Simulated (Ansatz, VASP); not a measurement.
# Two plane-wave programs on CaSi2As2

```
Si As Ca
1.0
     3.95122    0.00000    0.00000
    -1.97561    3.42186    0.00000
     0.00000    0.00000   16.88425
Si As Ca
4 4 2
Direct
  0.33333 0.66667 0.17732
  0.66667 0.33333 0.67732
  0.33333 0.66667 0.32268
  0.66667 0.33333 0.82268
  0.33333 0.66667 0.62263
  0.66667 0.33333 0.12263
  0.33333 0.66667 0.87737
  0.66667 0.33333 0.37737
  0.00000 0.00000 0.00000
  0.00000 0.00000 0.50000
```

Alike in both runs: functional PBE; k mesh 10 × 10 × 2; occupations gaussian, width 0.1147 eV; no spin polarisation.

Ansatz relaxed the structure, and its values are those at the end. VASP's run is a single point on that final structure, the one shown.

```csv
,VASP,Ansatz
version,VASP 6.6.1,Ansatz 0.2.0
potentials or method,"VASP PAW PBE potentials, release 64 (Si, As, Ca_sv), cutoff 520 eV",PAW plane waves
valence electrons in the cell,56,96
```

VASP gave:

```
pressure (GPa)                     : 1.8
rms of the force components (eV/Å) : 0.007
```

Problem. What did Ansatz give for the same quantities?

Solution. Pressure (GPa): 1.7; rms of the force components (eV/Å): 0.000.

The functional is the same, so the differences come from potentials, cutoffs and numerics. VASP's potentials hold 56 valence electrons a cell and Ansatz's 96, so a difference there can come from the potentials and not from the codes. Ansatz's warnings: stress scf threshold loose, structure snapped to symmetry.
